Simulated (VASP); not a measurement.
Here is a VASP 6.6.1 calculation.

Contents of POSCAR:

```
CdTe
1.0
    0.0000000000      3.2799551171      3.2799551171
    3.2799551171      0.0000000000      3.2799551171
    3.2799551171      3.2799551171      0.0000000000
Cd Te
1 1
Direct
    0.0000000000      0.0000000000      0.0000000000
    0.2500000000      0.2500000000      0.2500000000
```

The input INCAR.step1:

```
  PREC = Accurate
  ENCUT = 520
  ISMEAR = 0
  SIGMA = 0.01
  LREAL = F
  LASPH = T
  NELM = 60
  NBANDS = 16
  GGA = PE
  ALGO = Normal
  EDIFF = 1E-4
  LWAVE = T
  LCHARG = F
```

INCAR.step2

```
  PREC = Accurate
  ENCUT = 520
  EDIFF = 1E-6
  ISMEAR = 0
  SIGMA = 0.01
  LREAL = F
  LASPH = T
  NELM = 60
  ALGO = Normal
  ISIF = 2
  LWAVE = F
  LCHARG = T
  METAGGA = R2SCAN
  LMIXTAU = T
  LELF = T
  LVHAR = T
  NBANDS = 16
  ISTART = 1
```

The input KPOINTS:

```
regular mesh
0
Gamma
  6 6 6
```

Potentials or basis: VASP PAW PBE potentials, release 64 (Cd, Te).

Launch:

```bash
$ cat potpaw_PBE.64/Cd/POTCAR potpaw_PBE.64/Te/POTCAR > POTCAR
$ cp INCAR.step1 INCAR
$ mpirun -np 1 vasp_std > vasp.out
$ cp INCAR.step2 INCAR
$ mpirun -np 1 vasp_std > vasp.out
```

Q: What does it give for the pressure?

A: 0.1 GPa.

Q: Predict the band gap on the k mesh.

A: 1.15 eV, direct.

Caveat: the PAW data sets were made with another functional, which shifts forces and pressure a little; spin-orbit coupling is left out, which moves the levels of the heavy elements. r2SCAN opens gaps a little over a GGA but as a rule still falls short of measured ones.
